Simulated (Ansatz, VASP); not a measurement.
**One calculation of PbS, two programs**

```
CELL_PARAMETERS angstrom
2.94050 -2.90000 0.00000
2.94050 2.90000 0.00000
-1.08005 0.00000 11.35801
ATOMIC_POSITIONS crystal
Pb 0.77560 0.77560 0.63638
Pb 0.22440 0.22440 0.36362
S 0.26840 0.26840 0.59860
S 0.73160 0.73160 0.40140
```

Change from the starting cell: zz strain of -3 %.

Alike in both runs: task single point; functional PBEsol; k mesh 7 × 7 × 3; occupations fermi-dirac, width 0.01 eV; no spin polarisation.

|  | VASP | Ansatz |
| --- | --- | --- |
| version | VASP 6.6.1 | Ansatz 0.2.0 |
| potentials or method | VASP PAW PBE potentials, release 64 (Pb_d, S), cutoff 520 eV | all-electron LAPW, scalar-relativistic |

```csv
,VASP,Ansatz,Ansatz less VASP
gap on the k mesh at the Fermi level (eV),1.43,1.43,+0.004
rms of the force components (eV/Å),0.133,0.132,-0.0007
```

VASP's potentials were made for PBE, not for PBEsol. Atom by atom the forces differ by 0.001 eV/Å (rms over components). Ansatz ran all-electron here, and VASP with PAW potentials.

Spin-orbit coupling is off throughout.
